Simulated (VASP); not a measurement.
# Ge3Sb4 (I4/mmm) in VASP: further runs

The runs below take Ge3Sb4 through single point, with PBE.

Everything below comes from runs of VASP 6.6.1. Logs are shortened: lines on timing, memory, paths and dates and some standing lists are left out, and cuts for length are marked.

## (1) The cell of the first run

Symmetry: I4/mmm, No. 139, tetragonal system. Conventional cell: a = 5.792 Å, b = 5.792 Å, c = 11.031 Å, α = 90.00°, β = 90.00°, γ = 90.00°. Ge (site symmetry -4m2) has 6 Sb at 2.76 to 2.91 Å within 3.6 Å. Ge (site symmetry 4/mmm) has 6 Sb at 2.90 to 3.02 Å within 3.8 Å. Sb (site symmetry mmm) has 4 Ge at 2.76 to 2.90 Å within 3.6 Å. Sb (site symmetry 4mm) has 5 Ge at 2.91 to 3.02 Å and 4 Sb at 3.82 Å within 3.9 Å.

## (2) Single point, PBE (atoms taken out)

The input, INCAR:

```
SYSTEM = Ge3Sb4
  PREC = Accurate
  ENCUT = 520
  EDIFF = 1E-6
  ISMEAR = 0
  SIGMA = 0.1
  LREAL = .False.
  LASPH = .True.
  NELM = 80
  ALGO = Normal
  ISIF = 2
  LWAVE = .False.
  LCHARG = .True.
  GGA = PE
  LELF = .True.
  LVHAR = .True.
  NBANDS = 40
```

The input, KPOINTS:

```
Automatic mesh
0
Gamma
  4 4 4
  0 0 0
```

The input, POSCAR:

```
Ge3Sb4
1.0
   -2.8959602874      2.8959602874      5.5155770801
    2.8959602874     -2.8959602874      5.5155770801
    2.8959602874      2.8959602874     -5.5155770801
Ge Sb
3 4
Direct
    0.7500000000      0.2500000000      0.5000000000
    0.0000000000      0.0000000000      0.0000000000
    0.2500000000      0.7500000000      0.5000000000
    0.5000000000      0.0000000000      0.5000000000
    0.7261917709      0.7261917709      0.0000000000
    0.0000000000      0.5000000000      0.5000000000
    0.2738082291      0.2738082291      0.0000000000
```

Potentials or basis: VASP PAW PBE potentials, release 64 (Ge_d, Sb).

Command:

```console
$ cat potpaw_PBE.64/Ge_d/POTCAR potpaw_PBE.64/Sb/POTCAR > POTCAR
$ mpirun -np 1 vasp_std > vasp.out
```

OUTCAR:

```text
SYSTEM = Ge3Sb4
   PREC = Accurate
   ENCUT = 520
   EDIFF = 1E-6
   ISMEAR = 0
   LREAL = .False.
   LASPH = .True.
   NELM = 80
   ISIF = 2
   GGA = PE

 ion  position               nearest neighbor table
   1  0.750  0.250  0.500-   4 2.76   6 2.76   5 2.91   7 2.91   7 2.91   5 2.91
   2  0.000  0.000  0.000-   4 2.90   6 2.90   6 2.90   4 2.90   5 3.02   7 3.02
   3  0.250  0.750  0.500-   4 2.76   6 2.76   5 2.91   7 2.91   7 2.91   5 2.91
   4  0.500  0.000  0.500-   1 2.76   3 2.76   2 2.90   2 2.90
   5  0.726  0.726  0.000-   3 2.91   1 2.91   1 2.91   3 2.91   2 3.02
   6  0.000  0.500  0.500-   1 2.76   3 2.76   2 2.90   2 2.90
   7  0.274  0.274  0.000-   1 2.91   3 2.91   3 2.91   1 2.91   2 3.02

  LATTYP: Found a body centered tetragonal cell.
 ALAT       =     5.7919205748
 C/A-ratio  =     1.9045762140

  Lattice vectors:

 A1 = (  -2.8959602874,   2.8959602874,   5.5155770801)
 A2 = (   2.8959602874,  -2.8959602874,   5.5155770801)
 A3 = (   2.8959602874,   2.8959602874,  -5.5155770801)

Analysis of symmetry for initial positions (statically):
=====================================================================
 Subroutine PRICEL returns:
 Original cell was already a primitive cell.

 Routine SETGRP: Setting up the symmetry group for a
 body centered tetragonal supercell.

 Subroutine GETGRP returns: Found 16 space group operations
 (whereof 16 operations were pure point group operations)
 out of a pool of 16 trial point group operations.

The static configuration has the point symmetry D_4h.

Analysis of symmetry for dynamics (positions and initial velocities):
=====================================================================
 Subroutine PRICEL returns:
 Original cell was already a primitive cell.

 Routine SETGRP: Setting up the symmetry group for a
 body centered tetragonal supercell.

 Subroutine GETGRP returns: Found 16 space group operations
 (whereof 16 operations were pure point group operations)
 out of a pool of 16 trial point group operations.

The dynamic configuration has the point symmetry D_4h.

 Subroutine INISYM returns: Found 16 space group operations
 (whereof 16 operations are pure point group operations),
 and found     1 'primitive' translations

----------------------------------------------------------------------------------------

                                     Primitive cell
[... 92 lines left out ...]
   NSW    =      0    number of steps for IOM
   IBRION =     -1    ionic relax: 0-MD 1-quasi-New 2-CG
   NFREE  =      0    steps in history (QN), initial steepest desc. (CG)
   ISIF   =      2    stress and relaxation
   ISYM   =      2    0-nonsym 1-usesym 2-fastsym
   POTIM  = 0.5000    time-step for ionic-motion
   TEBEG  =    0.0;   TEEND  =   0.0 temperature during run
   PSTRESS=    0.0 pullay stress
   NELECT =      62.0000    total number of electrons
   NUPDOWN=      -1.0000    fix difference up-down
   EMIN   =  10.00;   EMAX   =-10.00  energy-range for DOS
   EFERMI =   0.00;   METHOD = LEGACY
   ISMEAR =     0;   SIGMA  =   0.10  broadening in eV -4-tet -1-fermi 0-gaus
   EFERMI_NEDOS =   21; number of points for ismear=-14 and -15
   IALGO  =     38    algorithm
   IMIX   =      4    mixing-type and parameters
     AMIX     =   0.40;   BMIX     =  1.00
     AMIX_MAG =   1.60;   BMIX_MAG =  1.00
  volume/ion in A,a.u.               =      26.43       178.38
  Fermi-wavevector in a.u.,A,eV,Ry     =   1.137086  2.148781 17.591853  1.292965
  Thomas-Fermi vector in A             =   2.273791
   LORBIT       =      0    0 simple, 1 ext, 2 COOP (PROOUT), +10 PAW based schemes
   GGA     = PE    functional components
   LHFCALC =     F    Hartree Fock is set to
   AEXX    =    0.0000 exact exchange contribution
   IVDW    =     0    specifies the selected vdW correction
   LEPSILON=     F    determine dielectric tensor
   LRPA    =     F    only Hartree local field effects (RPA)
 non-spin polarized calculation
 Gauss-broadening in eV      SIGMA  =   0.10
  energy-cutoff  :      520.00
  volume of cell :      185.03
 maximum number of plane-waves:      5016
 NGX is ok and might be reduce to    54
   NGX = 25   NGY = 25   NGZ = 25

 number of electron      61.9999992 magnetization

 Free energy of the ion-electron system (eV)
  ---------------------------------------------------
  ext. energy  EPLUGINS =         0.00000000
  ---------------------------------------------------
  free energy    TOTEN  =       -28.19709774 eV

  energy without entropy =      -28.17668701  energy(sigma->0) =      -28.18689237

 E-fermi :   6.2883     XC(G=0):  -9.9114

 val. band max:        6.2549810428   @ k =   0.5000   0.5000   0.5000
 cond. band min:       6.2937750871   @ k =   0.2500   0.2500   0.2500
 fundamental gap:      0.0387940442
 Fermi energy:         6.2882901241

 k-point     1 :       0.0000    0.0000    0.0000
  band No.  band energies     occupation
      1     -18.3406      2.00000
      2     -18.3241      2.00000
      3     -18.3228      2.00000
      4     -18.3151      2.00000
      5     -18.3151      2.00000
      6     -18.2477      2.00000
[... 548 lines left out ...]
     39      10.6389      0.00000
     40      11.9840      0.00000

------------------------ aborting loop because EDIFF is reached ----------------------------------------

  FORCE on cell =-STRESS in cart. coord.  units (eV):
  Direction    XX          YY          ZZ          XY          YZ          ZX
  --------------------------------------------------------------------------------------
  -------------------------------------------------------------------------------------
  Total       -0.1196040     -0.1196040     -0.0305038      0.0000000      0.0000000      0.0000000
  in kB       -1.0356667     -1.0356667     -0.2641361      0.0000000      0.0000000      0.0000000
  external PRESSURE =      -0.7784898 kB  Pullay stress =       0.0000000 kB

 VOLUME and BASIS-vectors are now :
 -----------------------------------------------------------------------------
  energy-cutoff  :      520.00
  volume of cell :      185.03
      direct lattice vectors                 reciprocal lattice vectors
    -2.895960287  2.895960287  5.515577080     0.000000000  0.172654301  0.090652346
     2.895960287 -2.895960287  5.515577080     0.172654301  0.000000000  0.090652346
     2.895960287  2.895960287 -5.515577080     0.172654301  0.172654301  0.000000000

 POSITION                                       TOTAL-FORCE (eV/Angst)
 -----------------------------------------------------------------------------------
     -0.00000      2.89596      2.75779        -0.000000     -0.000000     -0.000000
      0.00000      0.00000      0.00000        -0.000000     -0.000000     -0.000000
      2.89596     -0.00000      2.75779        -0.000000     -0.000000     -0.000000
      0.00000      2.89596      0.00000        -0.000000     -0.000000     -0.000000
      0.00000      0.00000      8.01073         0.000000      0.000000     -0.009065
      2.89596      0.00000      0.00000        -0.000000     -0.000000     -0.000000
      0.00000      0.00000      3.02042        -0.000000     -0.000000      0.009065
 -----------------------------------------------------------------------------------
    total drift:                               -0.000000      0.000000      0.000000

  FREE ENERGIE OF THE ION-ELECTRON SYSTEM (eV)
  ---------------------------------------------------
  free  energy   TOTEN  =       -28.1970977373 eV

  energy  without entropy=      -28.1766870065  energy(sigma->0) =      -28.18689237
```

Wall time 3.6 min (1 thread of Oxide Virtual Turin-like, shared host); peak memory 0.38 GiB.

Results:

```
Free energy            : -28.1971 eV
Pressure               : -0.1 GPa
Largest force          : 0.009 eV/Å
Band gap on the k mesh : zero (bands 31 and 32 overlap by 0.93 eV)
```

Forces on the atoms (eV/Å):
```
Ge   0.000  0.000  0.000
Ge   0.000  0.000  0.000
Ge   0.000  0.000  0.000
Sb   0.000  0.000  0.000
Sb   0.000  0.000 -0.009
Sb   0.000  0.000  0.000
Sb   0.000  0.000  0.009
```

Caveat: the cell differs from its parent crystal (atoms taken out); spin-orbit coupling is left out, which moves the levels of the heavy elements.

## (3) Single point, PBE (atoms taken out)

The input, INCAR:

```
SYSTEM = Ge3Sb4
ALGO     = Fast           ! electronic algorithm
EDIFF    = 1E-7           ! SCF threshold, eV
ENCUT    = 520            ! plane-wave cutoff, eV
GGA      = PE             ! functional
ISIF     = 2              ! what is computed and relaxed
ISMEAR   = 0              ! smearing method
LASPH    = .True.         ! aspherical terms in the spheres
LCHARG   = .False.        ! write CHGCAR
LREAL    = .False.        ! projectors in reciprocal space
LWAVE    = .False.        ! write WAVECAR
NBANDS   = 40             ! bands
NELM     = 60             ! most SCF steps
PREC     = Accurate       ! precision mode
SIGMA    = 0.1            ! smearing width, eV
```

The input, KPOINTS:

```
k-points
0
Gamma
  4 4 4
  0 0 0
```

The input, POSCAR:

```
Ge3Sb4
1.0
   -3.3073711600      3.3073711600      6.6147423200
    3.3073711600     -3.3073711600      6.6147423200
    3.3073711600      3.3073711600     -6.6147423200
Ge Sb
3 4
Direct
    0.7500000000      0.2500000000      0.5000000000
    0.0000000000      0.0000000000      0.0000000000
    0.2500000000      0.7500000000      0.5000000000
    0.5000000000      0.0000000000      0.5000000000
    0.7500000000      0.7500000000      0.0000000000
    0.0000000000      0.5000000000      0.5000000000
    0.2500000000      0.2500000000      0.0000000000
```

Potentials or basis: VASP PAW PBE potentials, release 64 (Ge_d, Sb).

Command:

```console
$ cat potpaw_PBE.64/Ge_d/POTCAR potpaw_PBE.64/Sb/POTCAR > POTCAR
$ mpirun -np 1 vasp_std > vasp.out
```

It took 9.5 min on 1 thread of Oxide Virtual Turin-like, shared host; peak memory 0.51 GiB.

The run converged. Its results:

| Quantity | Value |
| --- | --- |
| Free energy | -24.1459 eV |
| Pressure | -8.3 GPa |
| Largest force | 0.513 eV/Å |
| Band gap on the k mesh | zero (bands 31 and 32 overlap by 0.35 eV) |

Forces in eV/Å, atoms in the order of the input:
```
Ge   0.000  0.000  0.000
Ge   0.000  0.000  0.000
Ge   0.000  0.000  0.000
Sb   0.000  0.000  0.000
Sb   0.000  0.000  0.513
Sb   0.000  0.000  0.000
Sb   0.000  0.000 -0.513
```

Stress tensor (GPa, compression positive):
```
-7.89  0.00  0.00
 0.00 -7.89  0.00
 0.00  0.00 -9.10
```

Levels at points of the mesh, in eV from the Fermi level:
```tsv
k point	band 27	band 28	band 29	band 30	band 31	band 32	band 33	band 34	band 35	band 36
(0.00, 0.00, 0.00)	-2.36	-1.26	-1.26	-0.14	0.25	0.41	0.41	0.54	1.22	2.73
(0.50, 0.00, 0.00)	-1.51	-0.91	-0.42	-0.30	-0.17	0.24	0.36	0.45	1.16	1.74
(0.50, 0.50, 0.00)	0.04	0.05	0.14	0.20	0.26	0.43	0.48	0.49	0.87	0.91
(0.50, 0.50, 0.50)	-1.66	-1.34	-1.18	-1.18	-0.82	0.07	0.14	0.14	2.01	3.49
```

Caveat: the cell differs from its parent crystal (atoms taken out); the cell stands under tension; semilocal functionals underestimate gaps, and a narrow one can read as zero; spin-orbit coupling is left out, which moves the levels of the heavy elements.

The gap in the log of VASP goes by the Fermi energy; the results here count the filled bands.